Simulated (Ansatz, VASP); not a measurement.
**MgS in VASP and in Ansatz**

```
CELL_PARAMETERS angstrom
0.00000 2.60165 2.54962
2.60165 0.00000 2.54962
2.60165 2.60165 0.00000
ATOMIC_POSITIONS crystal
Mg 0.00000 0.00000 0.00000
S 0.50000 0.50000 0.50000
```

Change from the starting cell: zz strain of -2 %.

Alike in both runs: task single point; functional LDA; k mesh 8 × 8 × 8; occupations fermi-dirac, width 0.01 eV; no spin polarisation.

|  | VASP | Ansatz |
| --- | --- | --- |
| version | VASP 6.6.1 | Ansatz 0.2.0 |
| potentials or method | VASP PAW LDA potentials, release 64 (Mg, S), cutoff 520 eV | all-electron LAPW, scalar-relativistic |

|  | VASP | Ansatz | Ansatz less VASP |
| --- | --- | --- | --- |
| gap on the k mesh at the Fermi level (eV) | 2.50 | 2.51 | +0.003 |
| pressure (GPa) | -2.3 | -1.7 | +0.61 |
| traceless stress, the component that is largest in VASP (GPa) | 1.48 | 1.49 | +0.003 |

LDA's correlation is that of Perdew and Zunger in VASP and of Perdew and Wang (1992) in Ansatz. Ansatz ran all-electron here, and VASP with PAW potentials.
